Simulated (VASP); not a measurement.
Write the native input for VASP 6.6.1 that does the following.

```yaml
Task: electric field gradients
Functional: PBE
Potentials_or_basis: VASP PAW PBE potentials, release 64 (Ga_d, As)
Cutoff: 520 eV
k_mesh: 11 × 11 × 11
Occupations: fermi-dirac, width 0.05 eV
Spin: no spin polarisation
Dipole_correction: no
Further_INCAR_settings: ALGO = Normal; EDIFF = 1e-08; NBANDS = 16
```

The structure of GaAs lies in POSCAR:

```
GaAs
1.0
    0.0000000000      2.8173955816      2.8173955816
    2.8173955816      0.0000000000      2.8173955816
    2.8173955816      2.8173955816      0.0000000000
Ga As
1 1
Direct
    0.0000000000      0.0000000000      0.0000000000
    0.7500000000      0.7500000000      0.7500000000
```

The input as run:

INCAR

```
  PREC = Accurate
  ENCUT = 520
  EDIFF = 1E-8
  ISMEAR = -1
  SIGMA = 0.05
  LREAL = False
  LASPH = True
  NELM = 80
  ALGO = Normal
  ISIF = 2
  LWAVE = False
  LCHARG = False
  GGA = PE
  LEFG = True
  NBANDS = 16
```

KPOINTS

```
Automatic mesh
0
Gamma
  11 11 11
```

Potentials or basis: VASP PAW PBE potentials, release 64 (Ga_d, As).

The run is started by

```sh
$ cat potpaw_PBE.64/Ga_d/POTCAR potpaw_PBE.64/As/POTCAR > POTCAR
$ mpirun -np 1 vasp_std > vasp.out
```

Results of the run:

```
Pressure                                : 4.3 GPa
Band gap on the k mesh                  : 0.60 eV
Largest electric field gradient by atom : zero within the noise of the run
```

Caveat: the cell stands under pressure; an odd mesh through Γ misses points on the zone boundary, where band edges can lie.

Wall time 30 s on 1 thread of AMD EPYC 7R13 Processor (Zen 3), on a shared host, peak memory 0.16 GiB.
